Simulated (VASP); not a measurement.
# Cs (Im-3m) in VASP: a series of runs, part 3 of 3

VASP 6.6.1. The steps go on from the part before.

## (5) Single point, PBEsol (strained)

The input, INCAR:

```
PREC     = Accurate       # precision mode
ENCUT    = 520            # plane-wave cutoff, eV
EDIFF    = 1E-6           # SCF threshold, eV
ISMEAR   = 0              # smearing method
SIGMA    = 0.1            # smearing width, eV
LREAL    = F              # projectors in reciprocal space
LASPH    = T              # aspherical terms in the spheres
NELM     = 100            # most SCF steps
ALGO     = Normal         # electronic algorithm
ISIF     = 2              # what is computed and relaxed
LWAVE    = F              # write WAVECAR
LCHARG   = F              # write CHGCAR
GGA      = PS             # functional
NBANDS   = 10             # bands
```

The input, KPOINTS:

```
regular mesh
0
Gamma
  10 10 10
```

The input, POSCAR:

```
Cs
1.0
   -2.9559143250      2.9559143250      2.9559143250
    2.9559143250     -2.9559143250      2.9559143250
    2.9559143250      2.9559143250     -2.9559143250
Cs
1
Direct
    0.0000000000      0.0000000000      0.0000000000
```

Potentials or basis: VASP PAW PBE potentials, release 64 (Cs_sv).

Started as:

```console
cat potpaw_PBE.64/Cs_sv/POTCAR > POTCAR
mpirun -np 1 vasp_std > vasp.out
```

OUTCAR:

```text
PREC = Accurate
   ENCUT = 520
   EDIFF = 1E-6
   ISMEAR = 0
   LREAL = F
   LASPH = T
   NELM = 100
   ISIF = 2
   GGA = PS

 ion  position               nearest neighbor table
   1  0.000  0.000  0.000-

  LATTYP: Found a body centered cubic cell.
 ALAT       =     5.9118286500

  Lattice vectors:

 A1 = (  -2.9559143250,   2.9559143250,   2.9559143250)
 A2 = (   2.9559143250,  -2.9559143250,   2.9559143250)
 A3 = (   2.9559143250,   2.9559143250,  -2.9559143250)

Analysis of symmetry for initial positions (statically):
=====================================================================
 Subroutine PRICEL returns:
 Original cell was already a primitive cell.

 Routine SETGRP: Setting up the symmetry group for a
 body centered cubic supercell.

 Subroutine GETGRP returns: Found 48 space group operations
 (whereof 48 operations were pure point group operations)
 out of a pool of 48 trial point group operations.

The static configuration has the point symmetry O_h .

Analysis of symmetry for dynamics (positions and initial velocities):
=====================================================================
 Subroutine PRICEL returns:
 Original cell was already a primitive cell.

 Routine SETGRP: Setting up the symmetry group for a
 body centered cubic supercell.

 Subroutine GETGRP returns: Found 48 space group operations
 (whereof 48 operations were pure point group operations)
 out of a pool of 48 trial point group operations.

The dynamic configuration has the point symmetry O_h .

 Subroutine INISYM returns: Found 48 space group operations
 (whereof 48 operations are pure point group operations),
 and found     1 'primitive' translations

----------------------------------------------------------------------------------------

                                     Primitive cell

  volume of cell :     103.3084

  direct lattice vectors                    reciprocal lattice vectors
    -2.955914325  2.955914325  2.955914325     0.000000000  0.169152399  0.169152399
     2.955914325 -2.955914325  2.955914325     0.169152399  0.000000000  0.169152399
     2.955914325  2.955914325 -2.955914325     0.169152399  0.169152399  0.000000000

  length of vectors
     5.119793794  5.119793794  5.119793794     0.239217617  0.239217617  0.239217617

  position of ions in fractional coordinates (direct lattice)
     0.000000000  0.000000000  0.000000000

  ion indices of the primitive-cell ions
   primitive index   ion index
                 1           1

----------------------------------------------------------------------------------------

 KPOINTS: regular mesh

Automatic generation of k-mesh.
 Grid dimensions read from file:
 generate k-points for:   10   10   10

 Generating k-lattice:

  Cartesian coordinates                     Fractional coordinates (reciprocal lattice)
     0.000000000  0.016915240  0.016915240     0.100000000  0.000000000  0.000000000
     0.016915240  0.000000000  0.016915240     0.000000000  0.100000000  0.000000000
     0.016915240  0.016915240  0.000000000     0.000000000  0.000000000  0.100000000

  Length of vectors
     0.023921762  0.023921762  0.023921762

  Shift w.r.t. Gamma in fractional coordinates (k-lattice)
     0.000000000  0.000000000  0.000000000

 Subroutine IBZKPT returns following result:
 ===========================================

 Found     47 irreducible k-points:

 Following reciprocal coordinates:
            Coordinates               Weight
  0.000000  0.000000  0.000000      1.000000
  0.100000  0.000000  0.000000     12.000000
  0.200000  0.000000  0.000000     12.000000
  0.300000  0.000000  0.000000     12.000000
  0.400000  0.000000  0.000000     12.000000
  0.500000  0.000000  0.000000      6.000000
[... 16 lines left out ...]
  0.300000  0.300000  0.100000      8.000000
 -0.300000  0.300000  0.100000     24.000000
 [... further k-points ...]
   k-points           NKPTS =     47   k-points in BZ     NKDIM =     47   number of bands    NBANDS=     10
   number of dos      NEDOS =    301   number of ions     NIONS =      1
   total plane-waves  NPLWV =  64000
   dimension x,y,z NGX =    40 NGY =   40 NGZ =   40
   dimension x,y,z NGXF=    80 NGYF=   80 NGZF=   80
   ions per type =               1
   NGX,Y,Z   is equivalent  to a cutoff of  12.99, 12.99, 12.99 a.u.
   NGXF,Y,Z  is equivalent  to a cutoff of  25.98, 25.98, 25.98 a.u.
 SYSTEM =  unknown system
   PREC   = accura    normal or accurate (medium, high low for compatibility)
   ISTART =      0    job   : 0-new  1-cont  2-samecut
   ICHARG =      2    charge: 1-file 2-atom 10-const
   ISPIN  =      1    spin polarized calculation?
   LNONCOLLINEAR =      F non collinear calculations
   LSORBIT =      F    spin-orbit coupling
   LASPH  =      T    aspherical Exc in radial PAW
   ENCUT  =  520.0 eV  38.22 Ry    6.18 a.u.   9.52  9.52  9.52*2*pi/ulx,y,z
   NELM   =    100;   NELMIN=  2; NELMDL= -5     # of ELM steps
   EDIFF  = 0.1E-05   stopping-criterion for ELM
   LREAL  =      F    real-space projection
   EDIFFG = 0.1E-04   stopping-criterion for IOM
   NSW    =      0    number of steps for IOM
   IBRION =     -1    ionic relax: 0-MD 1-quasi-New 2-CG
   NFREE  =      0    steps in history (QN), initial steepest desc. (CG)
   ISIF   =      2    stress and relaxation
   ISYM   =      2    0-nonsym 1-usesym 2-fastsym
   POTIM  = 0.5000    time-step for ionic-motion
   TEBEG  =    0.0;   TEEND  =   0.0 temperature during run
   PSTRESS=    0.0 pullay stress
   NELECT =       9.0000    total number of electrons
   NUPDOWN=      -1.0000    fix difference up-down
   EMIN   =  10.00;   EMAX   =-10.00  energy-range for DOS
   EFERMI =   0.00;   METHOD = LEGACY
   ISMEAR =     0;   SIGMA  =   0.10  broadening in eV -4-tet -1-fermi 0-gaus
   EFERMI_NEDOS =   21; number of points for ismear=-14 and -15
   IALGO  =     38    algorithm
   IMIX   =      4    mixing-type and parameters
     AMIX     =   0.40;   BMIX     =  1.00
     AMIX_MAG =   1.60;   BMIX_MAG =  1.00
  volume/ion in A,a.u.               =     103.31       697.16
  Fermi-wavevector in a.u.,A,eV,Ry     =   0.725733  1.371437  7.166040  0.526689
  Thomas-Fermi vector in A             =   1.816530
   LORBIT       =      0    0 simple, 1 ext, 2 COOP (PROOUT), +10 PAW based schemes
   GGA     = PS    functional components
   LHFCALC =     F    Hartree Fock is set to
   AEXX    =    0.0000 exact exchange contribution
   IVDW    =     0    specifies the selected vdW correction
   LEPSILON=     F    determine dielectric tensor
   LRPA    =     F    only Hartree local field effects (RPA)
 non-spin polarized calculation
 Gauss-broadening in eV      SIGMA  =   0.10
  energy-cutoff  :      520.00
  volume of cell :      103.31
 maximum number of plane-waves:      2811
 NGX is ok and might be reduce to    40
   NGX = 19   NGY = 19   NGZ = 19

 number of electron       9.0000002 magnetization

 Free energy of the ion-electron system (eV)
  ---------------------------------------------------
  ext. energy  EPLUGINS =         0.00000000
  ---------------------------------------------------
  free energy    TOTEN  =        -0.94098365 eV

  energy without entropy =       -0.93152546  energy(sigma->0) =       -0.93625455

 E-fermi :   0.6510     XC(G=0):  -5.7637

 val. band max:        0.6499445209   @ k =   0.4000   0.1000   0.0000
 cond. band min:       0.6813652016   @ k =   0.3000   0.2000   0.0000
 fundamental gap:      0.0314206808
 Fermi energy:         0.6509751182

 k-point     1 :       0.0000    0.0000    0.0000
  band No.  band energies     occupation
      1     -23.1393      2.00000
      2      -9.8386      2.00000
      3      -9.8386      2.00000
      4      -9.8386      2.00000
      5      -1.1477      2.00000
      6       3.2082      0.00000
      7       3.2082      0.00000
      8       3.2082      0.00000
      9       4.1650      0.00000
     10       4.1650      0.00000

 k-point     2 :       0.1000    0.0000    0.0000
  band No.  band energies     occupation
      1     -23.1383      2.00000
      2      -9.8586      2.00000
      3      -9.8449      2.00000
      4      -9.8387      2.00000
      5      -1.0241      2.00000
      6       3.0764      0.00000
      7       3.0921      0.00000
      8       3.3337      0.00000
      9       3.9737      0.00000
     10       4.1409      0.00000
[... 274 lines left out ...]
 k-point    24 :      -0.3000    0.3000    0.1000
  band No.  band energies     occupation
      1     -23.1311      2.00000
      2      -9.9683      2.00000
      3      -9.8882      2.00000
      4      -9.8540      2.00000
      5      -0.0589      2.00000
      6       2.1675      0.00000
      7       2.6174      0.00000
      8       3.5038      0.00000
      9       4.2554      0.00000
     10       4.5722      0.00000

 [... further k-points ...]
[... 5 lines left out ...]
  --------------------------------------------------------------------------------------
  -------------------------------------------------------------------------------------
  Total        0.0660938      0.0660938      0.0660938     -0.0000000      0.0000000      0.0000000
  in kB        1.0250284      1.0250284      1.0250284     -0.0000000      0.0000000      0.0000000
  external PRESSURE =       1.0250284 kB  Pullay stress =       0.0000000 kB

 VOLUME and BASIS-vectors are now :
 -----------------------------------------------------------------------------
  energy-cutoff  :      520.00
  volume of cell :      103.31
      direct lattice vectors                 reciprocal lattice vectors
    -2.955914325  2.955914325  2.955914325     0.000000000  0.169152399  0.169152399
     2.955914325 -2.955914325  2.955914325     0.169152399  0.000000000  0.169152399
     2.955914325  2.955914325 -2.955914325     0.169152399  0.169152399  0.000000000

 POSITION                                       TOTAL-FORCE (eV/Angst)
 -----------------------------------------------------------------------------------
      0.00000      0.00000      0.00000        -0.000000      0.000000      0.000000
 -----------------------------------------------------------------------------------
    total drift:                               -0.000000     -0.000000     -0.000000

  FREE ENERGIE OF THE ION-ELECTRON SYSTEM (eV)
  ---------------------------------------------------
  free  energy   TOTEN  =        -0.9409836480 eV

  energy  without entropy=       -0.9315254588  energy(sigma->0) =       -0.93625455
```

Run time: 17 s. Hardware: 1 thread of Intel Xeon 6975P-C (Granite Rapids), shared host; peak memory 0.24 GiB.

Results:

```yaml
Free_energy: -0.9410 eV
Pressure: 0.1 GPa
```

Levels at points of the mesh, in eV from the Fermi level:
| k point | band 2 | band 3 | band 4 | band 5 | band 6 | band 7 | band 8 | band 9 |
| --- | --- | --- | --- | --- | --- | --- | --- | --- |
| (0.00, 0.00, 0.00) | -10.49 | -10.49 | -10.49 | -1.80 | 2.56 | 2.56 | 2.56 | 3.51 |
| (0.50, 0.00, 0.00) | -10.69 | -10.55 | -10.49 | -0.02 | 1.00 | 1.63 | 3.38 | 4.02 |
| (0.50, 0.50, 0.50) | -10.63 | -10.63 | -10.63 | 0.56 | 0.56 | 3.29 | 3.29 | 3.29 |

Caveat: the cell differs from its parent crystal (strained); the PAW data sets were made with another functional, which shifts forces and pressure a little; spin-orbit coupling is left out, which moves the levels of the heavy elements.

## (6) Overview

| cell | gap on the mesh (eV) | pressure (GPa) |
| --- | --- | --- |
| a = 5.245 Å, angles 109.5°, 1 atom | none | 0.0 |
| a = 5.444 Å, angles 109.5°, 1 atom | none | -0.2 |
| a = 5.454 Å, angles 109.5°, 1 atom | none | -0.2 |
| a = 5.120 Å, angles 109.5°, 1 atom | none | 0.1 |

Alike in all rows: task single point; level PBEsol; potentials or basis VASP PAW PBE potentials, release 64 (Cs_sv); no spin polarisation; k mesh 10 × 10 × 10; cutoff (eV) 520; smearing gaussian 0.1 eV.

Caveats: the PAW data sets were made with another functional, which shifts forces and pressure a little; spin-orbit coupling is left out, which moves the levels of the heavy elements.

Total energies depend on the potentials used, so only differences within one code and one set of settings carry meaning.
